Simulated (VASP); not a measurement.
A run of VASP 6.6.1 is set up as follows.

File INCAR:

```
SYSTEM = Li
PREC = Accurate ; ENCUT = 520
EDIFF = 1E-6 ; ISMEAR = -1
SIGMA = 0.16 ; LREAL = Auto
LASPH = .True. ; NELM = 80
ALGO = Normal ; ISIF = 2
LWAVE = .False. ; LCHARG = .False.
GGA = PE ; NBANDS = 38
```

File KPOINTS:

```
Automatic mesh
0
Gamma
  3 3 3
  0 0 0
```

Contents of POSCAR:

```
Li
1.0
    6.9800000000      0.0000000000      0.0000000000
    0.0000000000      6.9800000000      0.0000000000
    0.0000000000      0.0000000000      6.9800000000
Li
16
Direct
   -0.0239111748      0.0945702006     -0.0654011461
    0.6216332378     -0.0368338109      0.0251146132
    0.1152865330      0.4458166189      0.1361318052
   -0.0875214900     -0.1044555874      0.3979226361
    0.3649856734      0.1845272206      0.2403868195
    0.4690114613      0.5392120344      0.0239828080
    0.5486819484      0.0212464183      0.5449570201
    0.7689541547      0.3107020057      0.1677793696
    0.0685386819      0.3803868195      0.5344699140
    0.3423925501      0.8420057307      0.1854011461
    0.3330372493      0.1792693410      0.8380515759
    0.3907736390      0.6505587393      0.5981518625
    0.6639398281      0.6343409742      0.3436676218
    0.6802578797      0.3473925501      0.7460028653
    0.1358309456      0.7915329513      0.8901289398
    0.8105730659      0.7346275072      0.7261747851
```

Potentials or basis: VASP PAW PBE potentials, release 64 (Li_sv).

The run is started by

```sh
$ cat potpaw_PBE.64/Li_sv/POTCAR > POTCAR
$ mpirun -np 1 vasp_std > vasp.out
```

Task: What does it give for the band gap on the k mesh?

Result: Zero (bands 24 and 25 overlap by 0.36 eV).

Task: Predict the largest force.

Result: 0.980 eV/Å.

Forces on the atoms (eV/Å):
```
Li  -0.098  0.356 -0.072
Li   0.326 -0.163 -0.336
Li  -0.182  0.456 -0.194
Li   0.639  0.467 -0.302
Li  -0.041  0.529  0.329
Li   0.160 -0.133 -0.482
Li   0.149 -0.057 -0.013
Li  -0.240 -0.221  0.358
Li  -0.095 -0.051  0.172
Li  -0.615 -0.285  0.708
Li  -0.080  0.086 -0.063
Li  -0.269 -0.100  0.059
Li   0.078 -0.198 -0.022
Li   0.294  0.007 -0.191
Li   0.294 -0.479 -0.227
Li  -0.319 -0.212  0.277
```

Caveat: the atoms stand as in a frame of molecular dynamics.
